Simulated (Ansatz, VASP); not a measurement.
KCl: VASP beside Ansatz

```
CELL_PARAMETERS angstrom
3.63400 -0.03634 -0.03634
-0.03634 3.63400 -0.03634
-0.03634 -0.03634 3.63400
ATOMIC_POSITIONS crystal
K 0.00000 0.00000 0.00000
Cl 0.50000 0.50000 0.50000
```

Change from the starting cell: equal xy, yz and zx shear strains of -2 %.

Alike in both runs: task single point; functional PBEsol; k mesh 7 × 7 × 7; occupations fermi-dirac, width 0.02 eV; no spin polarisation.

|  | VASP | Ansatz |
| --- | --- | --- |
| version | VASP 6.6.1 | Ansatz 0.2.0 |
| potentials or method | VASP PAW PBE potentials, release 64 (K_sv, Cl), cutoff 500 eV | all-electron LAPW, scalar-relativistic |

VASP gave:

```
gap on the k mesh at the Fermi level (eV)                     : 5.40
pressure (GPa)                                                : 2.4
traceless stress, the component that is largest in VASP (GPa) : 0.32
```

Problem. Which values does Ansatz return?

Solution. gap on the k mesh at the Fermi level (eV): 5.40; pressure (GPa): 2.3; traceless stress, the component that is largest in VASP (GPa): 0.31.

VASP's potentials were made for PBE, not for PBEsol. Ansatz ran all-electron here, and VASP with PAW potentials.
